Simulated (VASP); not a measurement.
Input of a VASP 6.6.1 run:

INCAR

```
SYSTEM = LuH2
PREC = Accurate
ENCUT = 520
EDIFF = 1E-6
ISMEAR = -1
SIGMA = 0.05
LREAL = .FALSE.
LASPH = .TRUE.
NELM = 80
ALGO = Normal
ISIF = 2
LWAVE = .FALSE.
LCHARG = .TRUE.
GGA = PS
LELF = .TRUE.
LVHAR = .TRUE.
NBANDS = 20
```

The input KPOINTS:

```
regular mesh
0
G
  12 12 12
  0 0 0
```

File POSCAR:

```
LuH2
1.0
    0.0000000000      2.4791310110      2.4791310110
    2.4791310110      0.0000000000      2.4791310110
    2.4791310110      2.4791310110      0.0000000000
Lu H
1 2
Direct
    0.0000000000      0.0000000000      0.0000000000
    0.2500000000      0.2500000000      0.2500000000
    0.7500000000      0.7500000000      0.7500000000
```

Potentials or basis: VASP PAW PBE potentials, release 64 (Lu, H).

The run is started by

```bash
$ cat potpaw_PBE.64/Lu/POTCAR potpaw_PBE.64/H/POTCAR > POTCAR
$ mpirun -np 1 vasp_std > vasp.out
```

Task: Estimate the pressure.

Result: 0.3 GPa.

Caveat: the PAW data sets were made with another functional, which shifts forces and pressure a little.
